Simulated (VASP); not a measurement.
# SbPt (P6_3/mmc) in VASP: further runs

The runs below take SbPt through relaxation of cell and atoms, with PBEsol.

Program: VASP 6.6.1. These are calculated values, not measurements. Logs are shortened: lines on timing, memory, paths and dates and some standing lists are left out, and cuts for length are marked.

### Step 1. The cell of the first run

Symmetry: P6_3/mmc, No. 194, hexagonal system. The conventional cell has a = 4.171 Å, b = 4.171 Å, c = 5.471 Å, α = 90.00°, β = 90.00°, γ = 120.00°. Sb (site symmetry -6m2) has 6 Pt at 2.77 Å and 6 Sb at 3.64 Å within 3.7 Å. Pt (site symmetry -3m) has 2 Pt at 2.74 Å and 6 Sb at 2.77 Å within 3.6 Å.

### Step 2. Relaxation of cell and atoms, PBEsol, target pressure 7 GPa, at which the enthalpy is minimised

The input, INCAR:

```
SYSTEM = SbPt
ALGO = Normal ; EDIFF = 1E-7
EDIFFG = -0.002 ; ENCUT = 600
GGA = PS ; IBRION = 2
ISIF = 3 ; ISMEAR = -1
LASPH = .TRUE. ; LCHARG = .FALSE.
LREAL = .FALSE. ; LWAVE = .FALSE.
NELM = 100 ; NSW = 100
PREC = Accurate ; PSTRESS = 70.0
SIGMA = 0.08
```

The input, KPOINTS:

```
k-points
0
G
  12 12 8
  0 0 0
```

The input, POSCAR:

```
SbPt
1.0
    4.1708357488      0.0000000000      0.0000000000
   -2.0854178744      3.6120497134      0.0000000000
    0.0000000000      0.0000000000      5.4705655135
Sb Pt
2 2
Direct
    0.3333333333      0.6666666667      0.2500000000
    0.6666666667      0.3333333333      0.7500000000
    0.0000000000      0.0000000000      0.0000000000
    0.0000000000      0.0000000000      0.5000000000
```

Potentials or basis: VASP PAW PBE potentials, release 64 (Sb, Pt).

The run is started by

```bash
> cat potpaw_PBE.64/Sb/POTCAR potpaw_PBE.64/Pt/POTCAR > POTCAR
> mpirun -np 1 vasp_std > vasp.out
```

OUTCAR:

```text
SYSTEM = SbPt
   EDIFF = 1E-7
   EDIFFG = -0.002
   ENCUT = 600
   GGA = PS
   IBRION = 2
   ISIF = 3
   ISMEAR = -1
   LASPH = .TRUE.
   LREAL = .FALSE.
   NELM = 100
   NSW = 100
   PREC = Accurate
   PSTRESS = 70.0

 ion  position               nearest neighbor table
   1  0.333  0.667  0.250-   3 2.77   4 2.77   3 2.77   4 2.77   3 2.77   4 2.77   2 3.64   2 3.64
                             2 3.64   2 3.64   2 3.64   2 3.64
   2  0.667  0.333  0.750-   3 2.77   4 2.77   3 2.77   4 2.77   3 2.77   4 2.77   1 3.64   1 3.64
                             1 3.64   1 3.64   1 3.64   1 3.64
   3  0.000  0.000  0.000-   4 2.74   4 2.74   1 2.77   2 2.77   1 2.77   2 2.77   2 2.77   1 2.77

   4  0.000  0.000  0.500-   3 2.74   3 2.74   1 2.77   2 2.77   1 2.77   2 2.77   2 2.77   1 2.77

  LATTYP: Found a hexagonal cell.
 ALAT       =     4.1708357488
 C/A-ratio  =     1.3116233395

  Lattice vectors:

 A1 = (   4.1708357488,   0.0000000000,   0.0000000000)
 A2 = (  -2.0854178744,   3.6120497134,   0.0000000000)
 A3 = (   0.0000000000,   0.0000000000,   5.4705655135)

Analysis of symmetry for initial positions (statically):
=====================================================================
 Subroutine PRICEL returns:
 Original cell was already a primitive cell.

 Routine SETGRP: Setting up the symmetry group for a
 hexagonal supercell.

 Subroutine GETGRP returns: Found 24 space group operations
 (whereof 12 operations were pure point group operations)
 out of a pool of 24 trial point group operations.

The static configuration has the point symmetry D_3d.
 The point group associated with its full space group is D_6h.

Analysis of symmetry for dynamics (positions and initial velocities):
=====================================================================
 Subroutine PRICEL returns:
 Original cell was already a primitive cell.

 Routine SETGRP: Setting up the symmetry group for a
 hexagonal supercell.

 Subroutine GETGRP returns: Found 24 space group operations
 (whereof 12 operations were pure point group operations)
 out of a pool of 24 trial point group operations.

The dynamic configuration has the point symmetry D_3d.
 The point group associated with its full space group is D_6h.

 Subroutine INISYM returns: Found 24 space group operations
 (whereof 12 operations are pure point group operations),
 and found     1 'primitive' translations

----------------------------------------------------------------------------------------

                                     Primitive cell

  volume of cell :      82.4155

  direct lattice vectors                    reciprocal lattice vectors
     4.170835749  0.000000000  0.000000000     0.239760101  0.138425559  0.000000000
    -2.085417874  3.612049713  0.000000000     0.000000000  0.276851118  0.000000000
     0.000000000  0.000000000  5.470565514     0.000000000  0.000000000  0.182796458

  length of vectors
     4.170835749  4.170835749  5.470565514     0.276851118  0.276851118  0.182796458

  position of ions in fractional coordinates (direct lattice)
     0.333333333  0.666666667  0.250000000
     0.666666667  0.333333333  0.750000000
     0.000000000  0.000000000  0.000000000
     0.000000000  0.000000000  0.500000000

  ion indices of the primitive-cell ions
   primitive index   ion index
                 1           1
                 2           2
                 3           3
                 4           4

----------------------------------------------------------------------------------------

 KPOINTS: k-points

Automatic generation of k-mesh.
 Grid dimensions read from file:
 generate k-points for:   12   12    8

 Generating k-lattice:

  Cartesian coordinates                     Fractional coordinates (reciprocal lattice)
     0.019980008  0.011535463  0.000000000     0.083333333  0.000000000  0.000000000
     0.000000000  0.023070926  0.000000000     0.000000000  0.083333333  0.000000000
     0.000000000  0.000000000  0.022849557     0.000000000  0.000000000  0.125000000

  Length of vectors
     0.023070926  0.023070926  0.022849557

  Shift w.r.t. Gamma in fractional coordinates (k-lattice)
     0.000000000  0.000000000  0.000000000

 Subroutine IBZKPT returns following result:
 ===========================================

 Found     95 irreducible k-points:

 Following reciprocal coordinates:
            Coordinates               Weight
  0.000000  0.000000  0.000000      1.000000
  0.083333  0.000000  0.000000      6.000000
  0.166667 -0.000000  0.000000      6.000000
  0.250000 -0.000000  0.000000      6.000000
  0.333333  0.000000  0.000000      6.000000
  0.416667  0.000000  0.000000      6.000000
[... 16 lines left out ...]
  0.250000 -0.000000  0.125000     12.000000
  0.333333  0.000000  0.125000     12.000000
 [... further k-points ...]
   k-points           NKPTS =     95   k-points in BZ     NKDIM =     95   number of bands    NBANDS=     19
[... 30 lines left out ...]
   EMIN   =  10.00;   EMAX   =-10.00  energy-range for DOS
   EFERMI =   0.00;   METHOD = LEGACY
   ISMEAR =    -1;   SIGMA  =   0.08  broadening in eV -4-tet -1-fermi 0-gaus
   EFERMI_NEDOS =   21; number of points for ismear=-14 and -15
   IALGO  =     38    algorithm
   IMIX   =      4    mixing-type and parameters
     AMIX     =   0.40;   BMIX     =  1.00
     AMIX_MAG =   1.60;   BMIX_MAG =  1.00
  volume/ion in A,a.u.               =      20.60       139.04
  Fermi-wavevector in a.u.,A,eV,Ry     =   1.168904  2.208909 18.590143  1.366337
  Thomas-Fermi vector in A             =   2.305384
   LORBIT       =      0    0 simple, 1 ext, 2 COOP (PROOUT), +10 PAW based schemes
   GGA     = PS    functional components
   LHFCALC =     F    Hartree Fock is set to
   AEXX    =    0.0000 exact exchange contribution
   IVDW    =     0    specifies the selected vdW correction
   LEPSILON=     F    determine dielectric tensor
   LRPA    =     F    only Hartree local field effects (RPA)
 conjugate gradient relaxation of ions
 non-spin polarized calculation
  energy-cutoff  :      600.00
  volume of cell :       82.42
 maximum number of plane-waves:      2774
 NGX is ok and might be reduce to    36
   NGX = 17   NGY = 17   NGZ = 21

--------------------------------------- Ionic step        1  -------------------------------------------

 number of electron      30.0000001 magnetization

 Free energy of the ion-electron system (eV)
  ---------------------------------------------------
  ext. energy  EPLUGINS =         0.00000000
  ---------------------------------------------------
  free energy    TOTEN  =       -24.76263323 eV

  energy without entropy =      -24.72459948  energy(sigma->0) =      -24.74361635

 E-fermi :   9.7418     XC(G=0): -11.5049

 val. band max:        9.7080154097   @ k =   0.3333   0.0833   0.5000
 cond. band min:       9.7699245112   @ k =   0.3333   0.0000   0.3750
 fundamental gap:      0.0619091014
 Fermi energy:         9.7417847084

 k-point     1 :       0.0000    0.0000    0.0000
  band No.  band energies     occupation
      1      -3.0581      2.00000
      2       0.8314      2.00000
      3       2.8690      2.00000
      4       3.8202      2.00000
      5       3.8202      2.00000
      6       3.8677      2.00000
[... 11 lines left out ...]
     18      13.2578      0.00000
     19      13.2617      0.00000
[... 489 lines left out ...]
      3       3.1094      2.00000
      4       4.0110      2.00000
      5       4.0148      2.00000
      6       4.4537      2.00000
[... 11 lines left out ...]
     18      13.1328      0.00000
     19      13.3301      0.00000

 [... further k-points ...]

------------------------ aborting loop because EDIFF is reached ----------------------------------------

  FORCE on cell =-STRESS in cart. coord.  units (eV):
  Direction    XX          YY          ZZ          XY          YZ          ZX
  --------------------------------------------------------------------------------------
  -------------------------------------------------------------------------------------
  Total       -0.1029061     -0.1029061     -0.1085247      0.0000000      0.0000000      0.0000000
  in kB       -2.0005194     -2.0005194     -2.1097455      0.0000000      0.0000000      0.0000000
  external PRESSURE =     -72.0369281 kB  Pullay stress =      70.0000000 kB
[... 305 lines left out ...]
  enthalpy is  TOTEN    =       -21.2482454036 eV   P V=        3.4455678865

--------------------------------------- Ionic step        9  -------------------------------------------

 number of electron      30.0000002 magnetization

 Free energy of the ion-electron system (eV)
  ---------------------------------------------------
  ext. energy  EPLUGINS =         0.00000000
  ---------------------------------------------------
  free energy    TOTEN  =       -24.68843007 eV

  energy without entropy =      -24.65277604  energy(sigma->0) =      -24.67060306

 E-fermi :  10.5227     XC(G=0): -11.7355

 val. band max:       10.4983472581   @ k =   0.2500  -0.0000   0.2500
 cond. band min:      10.5310463616   @ k =   0.3333   0.0000   0.2500
 fundamental gap:      0.0326991035
 Fermi energy:        10.5226896670

 k-point     1 :       0.0000    0.0000    0.0000
  band No.  band energies     occupation
      1      -2.7472      2.00000
      2       1.4147      2.00000
      3       3.2169      2.00000
      4       4.2173      2.00000
      5       4.2173      2.00000
      6       4.2648      2.00000
[... 11 lines left out ...]
     18      14.2296      0.00000
     19      14.2296      0.00000
[... 489 lines left out ...]
      3       3.5192      2.00000
      4       4.4124      2.00000
      5       4.4124      2.00000
      6       4.8569      2.00000
[... 11 lines left out ...]
     18      14.0183      0.00000
     19      14.1637      0.00000

 [... further k-points ...]

------------------------ aborting loop because EDIFF is reached ----------------------------------------

  FORCE on cell =-STRESS in cart. coord.  units (eV):
  Direction    XX          YY          ZZ          XY          YZ          ZX
  --------------------------------------------------------------------------------------
  -------------------------------------------------------------------------------------
  Total        3.4443016      3.4443016      3.4439831      0.0000000      0.0000000      0.0000000
  in kB       70.0860423     70.0860423     70.0795608      0.0000000      0.0000000      0.0000000
  external PRESSURE =       0.0838818 kB  Pullay stress =      70.0000000 kB
[... 19 lines left out ...]
  FREE ENERGIE OF THE ION-ELECTRON SYSTEM (eV)
  ---------------------------------------------------
  free  energy   TOTEN  =       -24.6884300733 eV

  energy  without entropy=      -24.6527760449  energy(sigma->0) =      -24.67060306

  enthalpy is  TOTEN    =       -21.2483568789 eV   P V=        3.4400731944

 reached required accuracy - stopping structural energy minimisation
```

It took 23 min on 1 thread of Intel Xeon 8259CL, shared host; peak memory 0.37 GiB.

What came out:

- Free energy: -24.6884 eV
- Relaxed volume: 19.68 Å³/atom
- Relaxed cell: a = 4.099 Å, b = 4.099 Å, c = 5.410 Å, α = 90.00°, β = 90.00°, γ = 120.00°
- Space group after relaxing (to 0.1 Å): P6_3/mmc (No. 194)
- Energy change on relaxing (the run minimises the enthalpy): +18.6 meV/atom
- Ionic steps: 9
- Pressure after relaxing: 7.0 GPa
- Band gap on the k mesh: zero (bands 15 and 16 overlap by 4.29 eV)

The path:
| step | energy change (eV) | largest force (eV/Å) | pressure (GPa) | volume (Å³) |
| --- | --- | --- | --- | --- |
| 1 | 0.0000 | 0.0000 | -0.20 | 82.42 |
| 2 | 0.7815 | 0.0000 | 27.53 | 71.85 |
| 3 | 0.0687 | 0.0000 | 6.76 | 78.89 |
| 4 | 0.0726 | 0.0000 | 6.97 | 78.80 |
| 5 | 0.0758 | 0.0000 | 7.13 | 78.72 |
| 6 | 0.0765 | 0.0000 | 7.14 | 78.69 |
| 7 | 0.0769 | 0.0000 | 7.15 | 78.68 |
| 8 | 0.0688 | 0.0000 | 6.72 | 78.86 |
| 9 | 0.0742 | 0.0000 | 7.01 | 78.74 |

Final structure:
```
Sb Pt
1.0
     4.09938    0.00000    0.00000
    -2.04969    3.55017    0.00000
     0.00000    0.00000    5.41020
Sb Pt
2 2
Direct
  0.33333 0.66667 0.25000
  0.66667 0.33333 0.75000
  0.00000 0.00000 0.00000
  0.00000 0.00000 0.50000
```

Caveat: the cell is relaxed towards a set pressure, so the run minimises the enthalpy, not the energy; the PAW data sets were made with another functional, which shifts forces and pressure a little; spin-orbit coupling is left out, which moves the levels of the heavy elements.

### Step 3. Relaxation of cell and atoms, PBEsol, target pressure 10 GPa, at which the enthalpy is minimised

The input, INCAR:

```
SYSTEM = SbPt
  ALGO = Normal
  EDIFF = 1E-6
  EDIFFG = -0.002
  ENCUT = 600
  GGA = PS
  IBRION = 2
  ISIF = 3
  ISMEAR = -1
  LASPH = .TRUE.
  LCHARG = .FALSE.
  LREAL = .FALSE.
  LWAVE = .FALSE.
  NELM = 100
  NSW = 100
  PREC = Accurate
  PSTRESS = 100.0
  SIGMA = 0.08
```

KPOINTS is that of step 2.

POSCAR is that of step 2.

Potentials or basis: VASP PAW PBE potentials, release 64 (Sb, Pt).

The run is started by

```bash
> cat potpaw_PBE.64/Sb/POTCAR potpaw_PBE.64/Pt/POTCAR > POTCAR
> mpirun -np 1 vasp_std > vasp.out
```

Run time: 21 min. Hardware: 1 thread of Intel Xeon 8259CL, shared host; peak memory 0.37 GiB.

It converged, with:

```yaml
Free_energy: -24.6207 eV
Relaxed_volume: 19.36 Å³/atom
Relaxed_cell: a = 4.074 Å, b = 4.074 Å, c = 5.389 Å, α = 90.00°, β = 90.00°, γ = 120.00°
Space_group_after_relaxing_to_0.1_Å: P6_3/mmc (No. 194)
Energy_change_on_relaxing_the_run_minimises_the_enthalpy: +35.5 meV/atom
Ionic_steps: 9
Pressure_after_relaxing: 10.0 GPa
Band_gap_on_the_k_mesh: zero (bands 15 and 16 overlap by 4.38 eV)
```

Step by step:
| step | energy change (eV) | largest force (eV/Å) | pressure (GPa) | volume (Å³) |
| --- | --- | --- | --- | --- |
| 1 | 0.0000 | 0.0000 | -0.20 | 82.42 |
| 2 | 1.7114 | 0.0000 | 45.87 | 67.74 |
| 3 | 0.1270 | 0.0000 | 9.45 | 77.73 |
| 4 | 0.1378 | 0.0000 | 9.91 | 77.55 |
| 5 | 0.1438 | 0.0000 | 10.15 | 77.46 |
| 6 | 0.1452 | 0.0000 | 10.16 | 77.41 |
| 7 | 0.1458 | 0.0000 | 10.17 | 77.40 |
| 8 | 0.1331 | 0.0000 | 9.67 | 77.60 |
| 9 | 0.1419 | 0.0000 | 10.01 | 77.46 |

Final structure:
```cif
data_structure
_symmetry_space_group_name_H-M 'P 1'
_symmetry_Int_Tables_number 1
_cell_length_a 4.0740
_cell_length_b 4.0740
_cell_length_c 5.3888
_cell_angle_alpha 90.000
_cell_angle_beta 90.000
_cell_angle_gamma 120.000
_cell_volume 77.46
loop_
_atom_site_label
_atom_site_type_symbol
_atom_site_fract_x
_atom_site_fract_y
_atom_site_fract_z
_atom_site_occupancy
Sb1 Sb 0.33333 0.66667 0.25000 1
Sb2 Sb 0.66667 0.33333 0.75000 1
Pt1 Pt 0.00000 0.00000 0.00000 1
Pt2 Pt 0.00000 0.00000 0.50000 1
```

Levels at points of the mesh, in eV from the Fermi level:
```
           k point  band 11  band 12  band 13  band 14  band 15  band 16  band 17  band 18  band 19
(0.00, 0.00, 0.00)    -2.34    -2.34    -0.17    -0.17     0.81     2.26     2.41     3.78     3.78
(0.50, 0.00, 0.00)    -3.36    -3.20    -2.93    -2.51    -2.31    -0.52     2.02     4.27     4.30
(0.00, 0.00, 0.50)    -3.97    -3.97    -1.19    -1.19     2.44     2.44     2.44     2.44     5.20
(0.50, 0.00, 0.50)    -3.50    -3.50    -3.35    -3.35     0.29     0.29     1.88     1.88     4.04
```

Caveat: the cell is relaxed towards a set pressure, so the run minimises the enthalpy, not the energy; the PAW data sets were made with another functional, which shifts forces and pressure a little; spin-orbit coupling is left out, which moves the levels of the heavy elements.

### Step 4. Relaxation of cell and atoms, PBEsol, target pressure 15 GPa, at which the enthalpy is minimised

The input, INCAR:

```
ALGO     = Normal         # electronic algorithm
EDIFF    = 1E-7           # SCF threshold, eV
EDIFFG   = -0.002         # ionic threshold
ENCUT    = 600            # plane-wave cutoff, eV
GGA      = PS             # functional
IBRION   = 2              # ionic algorithm
ISIF     = 3              # what is computed and relaxed
ISMEAR   = -1             # smearing method
LASPH    = T              # aspherical terms in the spheres
LCHARG   = F              # write CHGCAR
LREAL    = F              # projectors in reciprocal space
LWAVE    = F              # write WAVECAR
NELM     = 100            # most SCF steps
NSW      = 100            # ionic steps
PREC     = Accurate       # precision mode
PSTRESS  = 150.0        
SIGMA    = 0.08           # smearing width, eV
```

The input, KPOINTS:

```
k-points
0
Gamma
  12 12 8
```

POSCAR is that of step 3.

The run is started by

```bash
> cat potpaw_PBE.64/Sb/POTCAR potpaw_PBE.64/Pt/POTCAR > POTCAR
> mpirun -np 1 vasp_std > vasp.out
```

Wall time 7.7 min (1 thread of Intel Xeon 6975P-C (Granite Rapids), shared host); peak memory 0.37 GiB.

The run converged. Its results:

```yaml
Free_energy: -24.4742 eV
Relaxed_volume: 18.89 Å³/atom
Relaxed_cell: a = 4.036 Å, b = 4.036 Å, c = 5.357 Å, α = 90.00°, β = 90.00°, γ = 120.00°
Space_group_after_relaxing_to_0.1_Å: P6_3/mmc (No. 194)
Energy_change_on_relaxing_the_run_minimises_the_enthalpy: +72.1 meV/atom
Ionic_steps: 14
Pressure_after_relaxing: 15.0 GPa
Band_gap_on_the_k_mesh: zero (bands 15 and 16 overlap by 4.52 eV)
```

Step by step:
| step | energy change (eV) | largest force (eV/Å) | pressure (GPa) | volume (Å³) |
| --- | --- | --- | --- | --- |
| 1 | 0.0000 | 0.0000 | -0.20 | 82.42 |
| 2 | 4.3986 | 0.0000 | 90.21 | 61.22 |
| 3 | 0.2432 | 0.0000 | 13.67 | 76.12 |
| 4 | 0.2735 | 0.0000 | 14.63 | 75.77 |
| 5 | 0.2856 | 0.0000 | 15.00 | 75.64 |
| 6 | 0.2883 | 0.0000 | 15.02 | 75.57 |
| 7 | 0.2892 | 0.0000 | 15.02 | 75.56 |
| 8 | 0.2894 | 0.0000 | 15.03 | 75.56 |
| 9 | 0.2867 | 0.0000 | 14.95 | 75.59 |
| 10 | 0.2886 | 0.0000 | 15.00 | 75.57 |
| 11 | 0.2883 | 0.0000 | 14.99 | 75.57 |
| 12 | 0.2882 | 0.0000 | 14.99 | 75.57 |
| 13 | 0.2883 | 0.0000 | 14.99 | 75.57 |
| 14 | 0.2885 | 0.0000 | 15.00 | 75.57 |

Final structure:
```
CELL_PARAMETERS angstrom
4.03607 0.00000 0.00000
-2.01804 3.49534 0.00000
0.00000 0.00000 5.35678
ATOMIC_POSITIONS crystal
Sb 0.33333 0.66667 0.25000
Sb 0.66667 0.33333 0.75000
Pt 0.00000 0.00000 0.00000
Pt 0.00000 0.00000 0.50000
```

Levels at points of the mesh, in eV from the Fermi level:
```
           k point  band 13  band 14  band 15  band 16  band 17  band 18
(0.00, 0.00, 0.00)    -0.19    -0.19     0.80     2.22     2.43     3.88
(0.50, 0.00, 0.00)    -3.04    -2.64    -2.43    -0.45     2.04     4.30
(0.00, 0.00, 0.50)    -1.18    -1.18     2.50     2.50     2.50     2.50
(0.50, 0.00, 0.50)    -3.48    -3.48     0.25     0.25     1.96     1.96
```

Caveat: the cell is relaxed towards a set pressure, so the run minimises the enthalpy, not the energy; the PAW data sets were made with another functional, which shifts forces and pressure a little; spin-orbit coupling is left out, which moves the levels of the heavy elements.

### Step 5. The runs side by side

```tsv
cell	gap on the mesh (eV)	pressure (GPa)
relaxed to 7 GPa	none	7.0
relaxed to 10 GPa	none	10.0
relaxed to 15 GPa	none	15.0
```

Alike in all rows: task relaxation of cell and atoms; level PBEsol; potentials or basis VASP PAW PBE potentials, release 64 (Sb, Pt); no spin polarisation; k mesh 12 × 12 × 8; cutoff (eV) 600; smearing fermi-dirac 0.08 eV.

Caveats: the cell is relaxed towards a set pressure, so the run minimises the enthalpy, not the energy; the PAW data sets were made with another functional, which shifts forces and pressure a little; spin-orbit coupling is left out, which moves the levels of the heavy elements.

Total energies depend on the potentials used, so only differences within one code and one set of settings carry meaning.

The gap in the log of VASP goes by the Fermi energy; the results here count the filled bands.